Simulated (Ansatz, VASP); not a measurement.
**SiBi2Te5 in VASP and in Ansatz**

File INCAR:

```
PREC = Accurate ; ENCUT = 600
EDIFF = 1E-6 ; ISMEAR = 0
SIGMA = 0.2 ; LREAL = False
LASPH = True ; NELM = 100
ALGO = Normal ; ISIF = 3
LWAVE = False ; LCHARG = False
GGA = PE ; IBRION = 2
NSW = 36 ; EDIFFG = -0.08
```

KPOINTS

```
regular mesh
0
Gamma
  3 3 3
```

POSCAR

```
SiBi2Te5
1.0
    2.9587513500      1.7082358900      9.3130788400
   -2.9587513500      1.7082358900      9.3130788400
    0.0000000000     -3.4164717800      9.3130788400
Si Bi Te
1 2 5
Direct
    0.0000000000      0.0000000000      0.0000000000
    0.0882779200      0.0882779200      0.0882779200
    0.9117220800      0.9117220800      0.9117220800
    0.5000000000      0.5000000000      0.5000000000
    0.3646733800      0.3646733800      0.3646733800
    0.6353266200      0.6353266200      0.6353266200
    0.2167892500      0.2167892500      0.2167892500
    0.7832107500      0.7832107500      0.7832107500
```

Input for Ansatz:

```yaml
crystal:
  lattice:
    - [2.95875135, 1.70823589, 9.31307884]
    - [-2.95875135, 1.70823589, 9.31307884]
    - [0.0, -3.41647178, 9.31307884]
  atoms:
    - { symbol: Si, position: [0.0, 0.0, 0.0] }
    - { symbol: Bi, position: [0.08827792, 0.08827792, 0.08827792] }
    - { symbol: Bi, position: [0.91172208, 0.91172208, 0.91172208] }
    - { symbol: Te, position: [0.5, 0.5, 0.5] }
    - { symbol: Te, position: [0.36467338, 0.36467338, 0.36467338] }
    - { symbol: Te, position: [0.63532662, 0.63532662, 0.63532662] }
    - { symbol: Te, position: [0.21678925, 0.21678925, 0.21678925] }
    - { symbol: Te, position: [0.78321075, 0.78321075, 0.78321075] }
basis:
  ecutwfc: 420
kpoints:
  mp_grid: { grid: [3, 3, 3] }
hamiltonian:
  xc: pbe
scf:
  occupations: { method: gaussian, width: 0.2 }
  lower_state_search: "off"
output:
  forces: true
  stress: true
  eigenvalues: true
relax:
  adjacent_minimum: "off"
  f_tol: 0.08
  max_steps: 16
  cell: { stress_tol: 0.8 }
```

Change from the starting cell: species swapped into the K5CuSb2 type (R-3m, No. 166).

Alike in both runs: task relaxation of cell and atoms; functional PBE; k mesh 3 × 3 × 3; occupations gaussian, width 0.2 eV; no spin polarisation.

```csv
,VASP,Ansatz
version,VASP 6.6.1,Ansatz 0.2.0
potentials or method,"VASP PAW PBE potentials, release 64 (Si, Bi_d, Te), cutoff 600 eV","scalar-relativistic, plane waves, PAW"
valence electrons in the cell,64,114
```

|  | VASP | Ansatz | Ansatz less VASP |
| --- | --- | --- | --- |
| gap on the k mesh at the Fermi level, each at its own relaxed structure (eV) | none | none | - |
| relaxed volume (Å³/atom) | 30.49 | 30.55 | +0.059 |
| relaxed length of the cell vector where the two differ most in proportion (Å) | 10.560 | 10.653 | +0.0932 |

A gap of «none» marks a metal or a gap that the smearing closes. VASP's potentials hold 64 valence electrons a cell and Ansatz's 114, so a difference there can come from the potentials and not from the codes.

The k mesh is coarse, so the values compare programs but aren't converged. Neither program's run includes spin-orbit coupling.
